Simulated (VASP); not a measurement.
**Hf5Ta: single point with PBEsol**

The system is Hf5Ta, a slab with vacuum.

```
Hf Ta
1.0
     3.15845    0.00000    0.00000
    -1.57923    2.73530    0.00000
     0.00000    0.00000   28.50450
Hf Ta
5 1
Direct
  0.83333 0.16667 0.28415
  0.16667 0.83333 0.36651
  0.16667 0.83333 0.54324
  0.83333 0.16667 0.63349
  0.16667 0.83333 0.71585
  0.83333 0.16667 0.45676
```

```json
{
  "Program": "VASP 6.6.1",
  "Task": "single point",
  "Functional": "PBEsol",
  "Potentials or basis": "VASP PAW PBE potentials, release 64 (Hf_pv, Ta_pv)",
  "Cutoff": "520 eV",
  "k mesh": "12 × 12 × 1",
  "Occupations": "fermi-dirac, width 0.08 eV",
  "Spin": "no spin polarisation",
  "Dipole correction": "yes",
  "Further INCAR settings": "ALGO = Normal; EDIFF = 1e-06; NBANDS = 40"
}
```

| Item | Value |
| --- | --- |
| Largest force | 0.540 eV/Å |
| Band gap on the k mesh | zero (an odd number of electrons rules out a gap without spin polarisation) |

Forces on the atoms (eV/Å):
```
Hf   0.000  0.000  0.003
Hf   0.000  0.000  0.540
Hf   0.000  0.000 -0.384
Hf   0.000  0.000  0.021
Hf   0.000  0.000 -0.034
Ta   0.000  0.000 -0.146
```

Levels at points of the mesh, in eV from the Fermi level:
| k point | band 28 | band 29 | band 30 | band 31 | band 32 | band 33 | band 34 | band 35 |
| --- | --- | --- | --- | --- | --- | --- | --- | --- |
| (0.00, 0.00, 0.00) | 0.38 | 0.38 | 0.38 | 0.66 | 0.89 | 0.89 | 1.10 | 1.10 |
| (0.50, 0.00, 0.00) | -1.19 | -1.01 | 0.24 | 0.44 | 0.60 | 0.96 | 1.29 | 1.35 |

Run time: 33 min on 1 thread of Intel(R) Xeon(R) Platinum 8259CL CPU @ 2.50GHz (Skylake/Cascade Lake), with other jobs on the host, peak memory 0.43 GiB.

Caveat: the PAW data sets were made with another functional, which shifts forces and pressure a little; spin-orbit coupling is left out, which moves the levels of the heavy elements.
